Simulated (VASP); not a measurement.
A run of VASP 6.6.1 is set up as follows.

File INCAR:

```
ALGO     = Normal         # electronic algorithm
EDIFF    = 1E-6           # SCF threshold, eV
ENCUT    = 520            # plane-wave cutoff, eV
GGA      = PE             # functional
ISIF     = 2              # what is computed and relaxed
ISMEAR   = -1             # smearing method
LASPH    = True           # aspherical terms in the spheres
LCHARG   = True           # write CHGCAR
LELF     = True           # ELF
LREAL    = False          # projectors in reciprocal space
LVHAR    = True         
LWAVE    = False          # write WAVECAR
NBANDS   = 20             # bands
NELM     = 100            # most SCF steps
PREC     = Accurate       # precision mode
SIGMA    = 0.05           # smearing width, eV
```

File KPOINTS:

```
k-points
0
Gamma
  16 16 9
```

POSCAR

```
Nb
1.0
    2.6321128755      0.0000000000      0.0000000000
   -1.3160564377      2.2794766158      0.0000000000
    0.0000000000      0.0000000000      4.7289261095
Nb
2
Direct
    0.3333333333      0.6666666667      0.2500000000
    0.6666666667      0.3333333333      0.7500000000
```

Potentials or basis: VASP PAW PBE potentials, release 64 (Nb_sv).

Command:

```bash
$ cat potpaw_PBE.64/Nb_sv/POTCAR > POTCAR
$ mpirun -np 1 vasp_std > vasp.out
```

**Question.** Estimate the pressure.

**Answer.** 72.4 GPa.

**Question.** What does it give for the band gap on the k mesh?

**Answer.** Zero (band 13 reaches 17.54 eV, above the bottom of band 14 at 14.41 eV).

Stress tensor (GPa, compression positive):
```
72.52  0.00  0.00
 0.00 72.52  0.00
 0.00  0.00 72.24
```
